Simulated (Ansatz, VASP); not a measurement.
**Two plane-wave programs on CSO**

```
O C S
1.0
     9.07347    0.00000    0.00000
     0.00000    9.07347    0.00000
     0.00000    0.00000    9.07347
O C S
10 10 10
Direct
  0.40216 0.89238 0.91810
  0.07375 0.44292 0.07721
  0.60565 0.35962 0.87378
  0.87740 0.85666 0.21283
  0.28538 0.22776 0.90010
  0.37466 0.33182 0.23375
  0.95321 0.89544 0.78701
  0.10997 0.55552 0.77155
  0.38565 0.95696 0.35068
  0.81234 0.12806 0.40269
  0.40890 0.82447 0.81004
  0.14233 0.54707 0.10557
  0.61239 0.25358 0.80228
  0.88197 0.76571 0.30260
  0.21303 0.15962 0.98071
  0.44661 0.37715 0.32913
  0.87362 0.80163 0.82180
  0.04010 0.46007 0.72329
  0.27579 0.97558 0.41365
  0.78732 0.18159 0.28895
  0.41935 0.73299 0.66526
  0.23269 0.68844 0.14177
  0.62548 0.11323 0.70502
  0.88739 0.64182 0.42131
  0.11448 0.06704 0.08618
  0.54262 0.43869 0.45749
  0.76554 0.67569 0.86560
  0.94583 0.33244 0.65748
  0.12878 0.99957 0.49844
  0.75347 0.25447 0.13767
```

Alike in both runs: functional LDA; k mesh 1 × 1 × 1; occupations fermi-dirac, width 0.02 eV; no spin polarisation.

Ansatz relaxed the structure, and its values are those at the end. VASP's run is a single point on that final structure, the one shown.

```csv
,VASP,Ansatz
version,VASP 6.6.1,Ansatz 0.2.0
potentials or method,"VASP PAW LDA potentials, release 64 (O, C, S), cutoff 520 eV","scalar-relativistic, plane waves, PAW"
valence electrons in the cell,160,160
```

Ansatz gave:

```
rms of the force components (eV/Å) : 0.020
```

Problem. Which values does VASP return?

Solution. rms of the force components (eV/Å): 0.498.

LDA's correlation is that of Perdew and Zunger in VASP and of Perdew and Wang (1992) in Ansatz. One of these differences is far larger than is usual between the two programs; its cause wasn't traced.

Noted on VASP's run: the standard files for N, O and F lose accuracy on very short bonds.
